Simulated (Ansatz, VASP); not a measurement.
**One calculation of MnSb, two programs**

The input INCAR:

```
  ALGO = Normal
  EDIFF = 1E-6
  ENCUT = 500
  GGA = PE
  GGA_COMPAT = F
  ISIF = 2
  ISMEAR = 1
  ISPIN = 2
  LASPH = T
  LCHARG = F
  LMAXMIX = 4
  LORBIT = 11
  LREAL = F
  LWAVE = F
  MAGMOM = 4.18 -0.12
  NBANDS = 20
  NELM = 200
  PREC = Accurate
  SIGMA = 0.09
```

KPOINTS

```
k-points
0
Gamma
  4 4 4
```

Contents of POSCAR:

```
MnSb
1.0
    0.0000000000      2.7950160000      2.7950160000
    2.7950160000      0.0000000000      2.7950160000
    2.7950160000      2.7950160000      0.0000000000
Mn Sb
1 1
Direct
    0.0000000000      0.0000000000      0.0000000000
    0.5000000000      0.5000000000      0.5000000000
```

Input for Ansatz:

```yaml
crystal:
  lattice:
    - [0.0, 2.795016, 2.795016]
    - [2.795016, 0.0, 2.795016]
    - [2.795016, 2.795016, 0.0]
  atoms:
    - { symbol: Mn, position: [0.0, 0.0, 0.0], spin: 4.18 }
    - { symbol: Sb, position: [0.5, 0.5, 0.5], spin: -0.12 }
basis:
  ecutwfc: 420
kpoints:
  mp_grid: { grid: [4, 4, 4] }
hamiltonian:
  xc: pbe
scf:
  occupations: { method: cold, width: 0.09 }
  lower_state_search: "off"
  max_iter: 89
output:
  forces: true
  stress: true
  eigenvalues: true
  populations: true
magnetization:
  spin_polarized: true
```

Alike in both runs: task single point; functional PBE; k mesh 4 × 4 × 4; collinear spin.

|  | VASP | Ansatz |
| --- | --- | --- |
| version | VASP 6.6.1 | Ansatz 0.2.0 |
| potentials or method | VASP PAW PBE potentials, release 64 (Mn_pv, Sb), cutoff 500 eV | scalar-relativistic, plane waves, PAW |
| occupations | methfessel-paxton of order 1, width 0.09 eV | cold, width 0.09 eV |
| valence electrons in the cell | 18 | 30 |

|  | VASP | Ansatz | Ansatz less VASP |
| --- | --- | --- | --- |
| gap on the k mesh at the Fermi level (eV) | none | none | - |
| pressure (GPa) | -0.4 | -0.3 | +0.06 |
| net moment per atom (μB) | 1.91 | 1.91 | -0.001 |
| size of the moment on the site where the two differ most (μB) | 3.76 | 3.80 | +0.039 |

Site moments also hang on the region over which each program counts them. A gap of «none» marks a metal or a gap that the smearing closes. VASP's potentials hold 18 valence electrons a cell and Ansatz's 30, so a difference there can come from the potentials and not from the codes. Ansatz's warnings: stability check not made.

The k mesh is coarse, so the values compare programs but aren't converged. Spin-orbit coupling is off throughout.
